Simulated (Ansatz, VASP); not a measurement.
**One calculation of AgSb, two programs**

```
Ag Sb
1.0
     0.00000    3.13378    3.13378
     3.13378    0.00000    3.13378
     3.13378    3.13378    0.00000
Ag Sb
1 1
Direct
  0.00000 0.00000 0.00000
  0.25000 0.25000 0.25000
```

Alike in both runs: functional PBE; k mesh 16 × 16 × 16; occupations gaussian, width 0.1 eV; no spin polarisation.

Ansatz relaxed the structure, and its values are those at the end. VASP's run is a single point on that final structure, the one shown.

|  | VASP | Ansatz |
| --- | --- | --- |
| version | VASP 6.6.1 | Ansatz 0.2.0 |
| potentials or method | VASP PAW PBE potentials, release 64 (Ag, Sb), cutoff 520 eV | scalar-relativistic, plane waves, PAW |
| valence electrons in the cell | 16 | 34 |

|  | VASP | Ansatz | Ansatz less VASP |
| --- | --- | --- | --- |
| gap on the k mesh at the Fermi level (eV) | none | none | - |
| pressure (GPa) | -0.1 | 0.0 | +0.13 |

A gap of «none» marks a metal or a gap that the smearing closes. VASP's potentials hold 16 valence electrons a cell and Ansatz's 34, so a difference there can come from the potentials and not from the codes.

Neither program's run includes spin-orbit coupling.
